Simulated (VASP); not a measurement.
FeO (Wuestite): relaxation of cell and atoms with PBEsol

The system is FeO (Wuestite).

```
Fe O
1.0
     0.00000    2.15540    2.15540
     2.15540    0.00000    2.15540
     2.15540    2.15540    0.00000
Fe O
1 1
Direct
  0.00000 0.00000 0.00000
  0.50000 0.50000 0.50000
```

```yaml
Program: VASP 6.6.1
Task: relaxation of cell and atoms
Functional: PBEsol
Potentials_or_basis: VASP PAW PBE potentials, release 64 (Fe, O)
Cutoff: 600 eV
k_mesh: 11 × 11 × 11
Occupations: fermi-dirac, width 0.05 eV
Spin: collinear spin, ferromagnetic start
Starting_moments: "[3.0, 0.0] μB"
Target_pressure: 20 GPa
Dipole_correction: no
Further_INCAR_settings: ALGO = Normal; EDIFF = 1e-06; IBRION = 2; EDIFFG = -0.005; NSW = 80; ISIF = 3
```

```yaml
Relaxed_volume: 8.77 Å³/atom
Relaxed_cell: a = 2.916 Å, b = 2.916 Å, c = 2.916 Å, α = 60.00°, β = 60.00°, γ = 60.00°
Space_group_after_relaxing_to_0.05_Å: Fm-3m (No. 225)
Energy_change_on_relaxing_the_enthalpy_is_what_falls: +37.4 meV/atom
Ionic_steps: 6
Pressure_after_relaxing: 20.0 GPa
Net_moment: 3.84 μB per cell
Site_moments: Fe +3.48; O +0.29 μB
Valence_electrons_inside_the_program's_atomic_spheres: Fe 7.01; O 5.03
```

Step by step:
```csv
step,energy change (eV),largest force (eV/Å),pressure (GPa),volume (Å³)
1,0.0000,0.0000,-8.50,20.03
2,0.5961,0.0000,59.19,15.30
3,0.0737,0.0000,19.87,17.55
4,0.0797,0.0000,20.55,17.50
5,0.0712,0.0000,19.59,17.57
6,0.0748,0.0000,19.99,17.54
```

Final structure:
```
CELL_PARAMETERS angstrom
0.00000 2.06214 2.06214
2.06214 0.00000 2.06214
2.06214 2.06214 0.00000
ATOMIC_POSITIONS crystal
Fe 0.00000 0.00000 0.00000
O 0.50000 0.50000 0.50000
```

Levels at points of the mesh, in eV from the Fermi level:
Spin up:
```tsv
k point	band 5	band 6	band 7	band 8	band 9	band 10	band 11	band 12	band 13
(0.00, 0.00, 0.00)	-3.98	-3.98	-3.98	-3.64	-3.64	0.83	15.70	18.06	18.06
```
Spin down:
```tsv
k point	band 2	band 3	band 4	band 5	band 6	band 7	band 8	band 9
(0.00, 0.00, 0.00)	-3.76	-3.76	-3.76	-1.00	-1.00	-1.00	0.00	0.00
```

Wall time 3.1 min on 1 thread of AMD EPYC 7R13, with other jobs on the host, peak memory 0.15 GiB.

Caveat: the cell is relaxed towards a set pressure, so the enthalpy falls and the energy may rise; the PAW data sets were made with another functional, which shifts forces and pressure a little; a cell with one magnetic atom can't hold antiferromagnetic order, which such compounds often take; semilocal functionals often make such compounds metallic where correlation or magnetic order opens a gap, which also shifts bond lengths. With open d or f shells a metallic result of PBEsol can be an artefact of self-interaction; +U or a hybrid may open a gap.
